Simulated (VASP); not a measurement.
Sc: single point with PBE

The system is Sc.

```
CELL_PARAMETERS angstrom
3.26572 0.05672 0.01326
1.58240 2.85730 0.01855
1.60732 0.96109 2.67776
ATOMIC_POSITIONS crystal
Sc 0.00000 0.00000 0.00000
```

| Quantity | Value |
| --- | --- |
| Program | VASP 6.6.1 |
| Task | single point |
| Functional | PBE |
| Potentials or basis | VASP PAW PBE potentials, release 64 (Sc_sv) |
| Cutoff | 520 eV |
| k mesh | 16 × 16 × 16 |
| Occupations | gaussian, width 0.1 eV |
| Spin | no spin polarisation |

- Pressure: 0.0 GPa

Levels at points of the mesh, in eV from the Fermi level:
| k point | band 2 | band 3 | band 4 | band 5 | band 6 | band 7 | band 8 | band 9 |
| --- | --- | --- | --- | --- | --- | --- | --- | --- |
| (0.00, 0.00, 0.00) | -27.85 | -27.85 | -27.85 | -5.19 | 1.58 | 1.58 | 1.58 | 2.95 |
| (0.50, 0.00, 0.00) | -28.25 | -27.91 | -27.90 | -1.76 | 0.22 | 1.47 | 1.48 | 3.85 |
| (0.50, 0.50, 0.00) | -28.22 | -27.99 | -27.99 | -1.52 | -0.62 | 1.92 | 3.84 | 4.08 |
| (0.00, 0.00, 0.50) | -28.25 | -27.91 | -27.90 | -1.76 | 0.22 | 1.47 | 1.47 | 3.84 |
| (0.50, 0.00, 0.50) | -28.22 | -27.99 | -27.99 | -1.52 | -0.62 | 1.91 | 3.84 | 4.07 |
| (0.50, 0.50, 0.50) | -28.25 | -27.91 | -27.90 | -1.77 | 0.22 | 1.47 | 1.48 | 3.84 |

Run time: 2.3 min on 1 thread of Intel(R) Xeon(R) Platinum 8259CL CPU @ 2.50GHz (Skylake/Cascade Lake), on a shared host, peak memory 0.4 GiB.
